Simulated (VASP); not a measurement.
Set up this calculation in VASP 6.6.1, as the native input.

| Property | Result |
| --- | --- |
| Task | single point |
| Functional | PBE |
| Dispersion | D3(BJ) |
| Potentials or basis | VASP PAW PBE potentials, release 64 (Li_sv) |
| Cutoff | 520 eV |
| k mesh | 18 × 18 × 18 |
| Occupations | gaussian, width 0.1 eV |
| Spin | no spin polarisation |
| Dipole correction | no |
| Further INCAR settings | ALGO = Fast; EDIFF = 1e-07; NBANDS = 8 |

The structure of Li lies in POSCAR:

```
Li
1.0
   -1.6625257875      1.6625257875      1.6625257875
    1.6625257875     -1.6625257875      1.6625257875
    1.6625257875      1.6625257875     -1.6625257875
Li
1
Direct
    0.0000000000      0.0000000000      0.0000000000
```

One way to write it, as run:

INCAR

```
SYSTEM = Li
ALGO = Fast
EDIFF = 1E-7
ENCUT = 520
GGA = PE
ISIF = 2
ISMEAR = 0
IVDW = 12
LASPH = .TRUE.
LCHARG = .TRUE.
LELF = .TRUE.
LREAL = .FALSE.
LVHAR = .TRUE.
LWAVE = .FALSE.
NBANDS = 8
NELM = 100
PREC = Accurate
SIGMA = 0.1
```

KPOINTS

```
k-points
0
G
  18 18 18
  0 0 0
```

Potentials or basis: VASP PAW PBE potentials, release 64 (Li_sv).

Run with:

```console
$ cat potpaw_PBE.64/Li_sv/POTCAR > POTCAR
$ mpirun -np 1 vasp_std > vasp.out
```

It gave:

| Item | Value |
| --- | --- |
| Dispersion energy per atom | -0.186 eV |

Wall time 25 s on 1 thread of Intel(R) Xeon(R) Platinum 8259CL CPU @ 2.50GHz (Skylake/Cascade Lake), with other jobs on the host, peak memory 0.15 GiB.
